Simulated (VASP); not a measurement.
Set up this calculation in VASP 6.6.1, as the native input.

```yaml
Task: relaxation of cell and atoms
Functional: PBE
Potentials_or_basis: VASP PAW PBE potentials, release 64 (In_d)
Cutoff: 600 eV
k_mesh: 9 × 9 × 12
Occupations: fermi-dirac, width 0.08 eV
Spin: no spin polarisation
Target_pressure: 140 GPa
Dipole_correction: no
Further_INCAR_settings: ALGO = Normal; EDIFF = 1e-06; IBRION = 2; EDIFFG = -0.005; NSW = 32; ISIF = 3
```

The structure of In lies in POSCAR:

```
In
1.0
    4.3334917294      0.0000000000      0.0000000000
   -2.1667458647      3.7529139248      0.0000000000
    0.0000000000      0.0000000000      2.5833197494
In
3
Direct
    0.0000000000      0.0000000000      0.0000000000
    0.3333333333      0.6666666667      0.5000000000
    0.6666666667      0.3333333333      0.5000000000
```

This isn't the form of In at room conditions, which is tetragonal.

These files were run (other wordings do the same):

INCAR

```
PREC     = Accurate       # precision mode
ENCUT    = 600            # plane-wave cutoff, eV
EDIFF    = 1E-6           # SCF threshold, eV
ISMEAR   = -1             # smearing method
SIGMA    = 0.08           # smearing width, eV
LREAL    = False          # projectors in reciprocal space
LASPH    = True           # aspherical terms in the spheres
NELM     = 60             # most SCF steps
ALGO     = Normal         # electronic algorithm
ISIF     = 3              # what is computed and relaxed
LWAVE    = False          # write WAVECAR
LCHARG   = False          # write CHGCAR
GGA      = PE             # functional
IBRION   = 2              # ionic algorithm
NSW      = 32             # ionic steps
EDIFFG   = -0.005         # ionic threshold
PSTRESS  = 1400.0
```

KPOINTS

```
Automatic mesh
0
Gamma
  9 9 12
```

Potentials or basis: VASP PAW PBE potentials, release 64 (In_d).

The run is started by

```bash
$ cat potpaw_PBE.64/In_d/POTCAR > POTCAR
$ mpirun -np 1 vasp_std > vasp.out
```

It gave:

```json
{
 "Relaxed volume": "14.02 Å³/atom",
 "Relaxed cell": "a = 4.335 Å, b = 4.335 Å, c = 2.584 Å, α = 90.00°, β = 90.00°, γ = 120.00°",
 "Space group after relaxing (to 0.1 Å)": "P6/mmm (No. 191)",
 "Energy change on relaxing (the run minimises the enthalpy)": "-10.9 meV/atom",
 "Ionic steps": "3",
 "Pressure after relaxing": "140.0 GPa"
}
```

Caveat: the cell is relaxed towards a set pressure, so the run minimises the enthalpy, not the energy; the highest band is partly filled, so the run has too few bands.

It took 92 s on 1 thread of Intel(R) Xeon(R) 6975P-C (Granite Rapids), on a shared host, peak memory 0.23 GiB.
